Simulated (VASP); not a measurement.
A run of VASP 6.6.1:

The input INCAR:

```
ALGO = Normal
EDIFF = 1E-6
ENCUT = 520
GGA = PS
ISIF = 2
ISMEAR = 0
LASPH = True
LCHARG = False
LREAL = False
LWAVE = False
NBANDS = 16
NELM = 100
PREC = Accurate
SIGMA = 0.05
```

File KPOINTS:

```
k-points
0
Gamma
  9 9 6
```

Contents of POSCAR:

```
MgO
1.0
    3.5763691814      0.0000000000      0.0000000000
   -1.7881845907      3.0972265644      0.0000000000
    0.0000000000      0.0000000000      3.9988201221
Mg O
2 2
Direct
    0.6868215855      0.3736431710      0.7500000000
    0.3131784145      0.6263568290      0.2500000000
    0.6518268271      0.3036536542      0.2500000000
    0.3481731729      0.6963463458      0.7500000000
```

Potentials or basis: VASP PAW PBE potentials, release 64 (Mg, O).

The run is started by

```sh
$ cat potpaw_PBE.64/Mg/POTCAR potpaw_PBE.64/O/POTCAR > POTCAR
$ mpirun -np 1 vasp_std > vasp.out
```

Hardware: 1 thread of Intel(R) Xeon(R) Platinum 8488C (Sapphire Rapids), with other jobs on the host.

How long does it take, and how much memory?

Run time: 32 s on 1 thread of Intel(R) Xeon(R) Platinum 8488C (Sapphire Rapids), with other jobs on the host, peak memory 0.2 GiB. Counts: scf iterations 13, k points 100.
